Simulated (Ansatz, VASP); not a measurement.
## B4As3N in VASP and in Ansatz

File INCAR:

```
PREC = Accurate ; ENCUT = 600
EDIFF = 1E-6 ; ISMEAR = -1
SIGMA = 0.02 ; LREAL = False
LASPH = True ; NELM = 120
ALGO = Normal ; ISIF = 2
LWAVE = False ; LCHARG = True
GGA = PE ; LELF = True
LVHAR = True ; NBANDS = 26
GGA_COMPAT = False
```

Contents of KPOINTS:

```
regular mesh
0
Gamma
  8 6 6
```

The input POSCAR:

```
B4As3N
1.0
    3.2274687110      0.0000000000      0.0000000000
    0.0000000000      3.2006388490      4.5372384035
    0.0000000000     -3.2006388490      4.5372384035
N As B
1 3 4
Direct
    0.0000000000      0.0068514926      0.0068514926
    0.5000000000      0.0050050307      0.4929060888
    0.5000000000      0.4929060888      0.0050050307
    0.0000000000      0.5013048213      0.5013048213
    0.5000000000      0.8949106931      0.8949106931
    0.0000000000      0.8956064981      0.3261654933
    0.0000000000      0.3261654933      0.8956064981
    0.5000000000      0.3772498821      0.3772498821
```

Input for Ansatz:

```yaml
crystal:
  lattice:
    - [3.227468711, 0.0, 0.0]
    - [0.0, 3.200638849, 4.5372384035]
    - [0.0, -3.200638849, 4.5372384035]
  atoms:
    - { symbol: "N", position: [0.0, 0.0068514926, 0.0068514926] }
    - { symbol: As, position: [0.5, 0.0050050307, 0.4929060888] }
    - { symbol: As, position: [0.5, 0.4929060888, 0.0050050307] }
    - { symbol: As, position: [0.0, 0.5013048213, 0.5013048213] }
    - { symbol: B, position: [0.5, 0.8949106931, 0.8949106931] }
    - { symbol: B, position: [0.0, 0.8956064981, 0.3261654933] }
    - { symbol: B, position: [0.0, 0.3261654933, 0.8956064981] }
    - { symbol: B, position: [0.5, 0.3772498821, 0.3772498821] }
kpoints:
  mp_grid: { grid: [8, 6, 6] }
  band_path:
    path:
      - [[0.0, 0.0, 0.0], [0.0, 0.5, 0.5], [0.0, 0.6255972001804, 0.3744027998196]]
      - [[0.0, 0.3744027998196, -0.3744027998196], [0.0, 0.0, 0.0], [0.5, 0.0, 0.0], [0.5, 0.3744027998196, -0.3744027998196]]
      - [[0.5, 0.6255972001804, 0.3744027998196], [0.5, 0.5, 0.5], [0.0, 0.5, 0.5]]
      - [[0.0, 0.0, 0.0], [0.0, 0.5, 2.818985505237e-17], [0.5, 0.5, 2.818985505237e-17], [0.5, 0.0, 0.0], [0.5, 0.5, 0.5]]
    npoints: 10
hamiltonian:
  xc: pbe
scf:
  occupations: { method: fermi_dirac, width: 0.02 }
  n_extra_bands: 6
output:
  forces: true
  stress: true
  eigenvalues: true
  write_density: true
  write_potential: true
  elf: true
  volumetric_format: npy
```

Alike in both runs: task single point; functional PBE; k mesh 8 × 6 × 6; occupations fermi-dirac, width 0.02 eV; no spin polarisation.

|  | VASP | Ansatz |
| --- | --- | --- |
| version | VASP 6.6.1 | Ansatz 0.2.0 |
| potentials or method | VASP PAW PBE potentials, release 64 (N, As, B) | plane waves, PAW |
| plane-wave cutoff (eV) | 600 | 420 |
| valence electrons in the cell | 32 | 62 |

|  | VASP | Ansatz | Ansatz less VASP |
| --- | --- | --- | --- |
| pressure (GPa) | 3.0 | 2.3 | -0.72 |
| traceless stress, the component that is largest in VASP (GPa) | -0.16 | -0.13 | +0.020 |
| rms of the force components (eV/Å) | 0.090 | 0.068 | -0.0213 |

Atom by atom the forces differ by 0.022 eV/Å (rms over components). The functional is the same, so the differences come from potentials, cutoffs and numerics. VASP's potentials hold 32 valence electrons a cell and Ansatz's 62, so a difference there can come from the potentials and not from the codes.
